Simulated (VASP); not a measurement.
The system is MgO.

```
Mg O
1.0
     0.00000    2.10850    2.10850
     2.10850    0.00000    2.10850
     2.10850    2.10850    0.00000
Mg O
1 1
Direct
  0.00000 0.00000 0.00000
  0.50000 0.50000 0.50000
```

- Program: VASP 6.6.1
- Task: relaxation of cell and atoms
- Functional: LDA
- Potentials or basis: VASP PAW LDA potentials, release 64 (Mg_sv, O)
- Cutoff: 840 eV
- k mesh: 10 × 10 × 10
- Occupations: gaussian, width 0.01 eV
- Spin: no spin polarisation

At the start: pressure -6.1 GPa; volume 9.37 Å³/atom.

Problem. How do energy, volume and symmetry change on relaxing?

Solution. Over 3 steps the energy falls by 6.6 meV/atom and the volume is 9.03 Å³/atom (-3.6 %); space group Fm-3m (No. 225, to 0.1 Å) before and after.

The path:
```csv
step,energy change (eV),largest force (eV/Å),pressure (GPa),volume (Å³)
1,0.0000,0.0000,-6.07,18.75
2,-0.0109,0.0000,2.70,17.80
3,-0.0132,0.0000,0.00,18.07
```

Final structure:
```yaml
crystal:
  lattice:
    - [0.00000, 2.08277, 2.08277]
    - [2.08277, 0.00000, 2.08277]
    - [2.08277, 2.08277, 0.00000]
  atoms:
    - { symbol: Mg, position: [0.00000, 0.00000, 0.00000] }
    - { symbol: O, position: [0.50000, 0.50000, 0.50000] }
```
